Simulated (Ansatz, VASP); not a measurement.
Ni: VASP beside Ansatz

```
Ni
1.0
     2.44802    0.00000    0.00000
    -1.22401    2.12005    0.00000
     0.00000    0.00000    4.07281
Ni
2
Direct
  0.33333 0.66667 0.25000
  0.66667 0.33333 0.75000
```

Alike in both runs: task single point; functional PBEsol; k mesh 13 × 13 × 7; occupations fermi-dirac, width 0.01 eV; collinear spin.

```csv
,VASP,Ansatz
version,VASP 6.6.1,Ansatz 0.2.0
potentials or method,"VASP PAW PBE potentials, release 64 (Ni)","plane waves, PAW"
plane-wave cutoff (eV),520,420
valence electrons in the cell,20,36
```

|  | VASP | Ansatz | Ansatz less VASP |
| --- | --- | --- | --- |
| gap on the k mesh at the Fermi level (eV) | none | none | - |
| net moment per atom (μB) | 0.63 | 0.63 | +0.002 |
| size of the moment on the site where the two differ most (μB) | 0.63 | 0.66 | +0.030 |

VASP's potentials were made for PBE, not for PBEsol. Site moments also hang on the region over which each program counts them. A gap of «none» marks a metal or a gap that the smearing closes. VASP's potentials hold 20 valence electrons a cell and Ansatz's 36, so a difference there can come from the potentials and not from the codes.
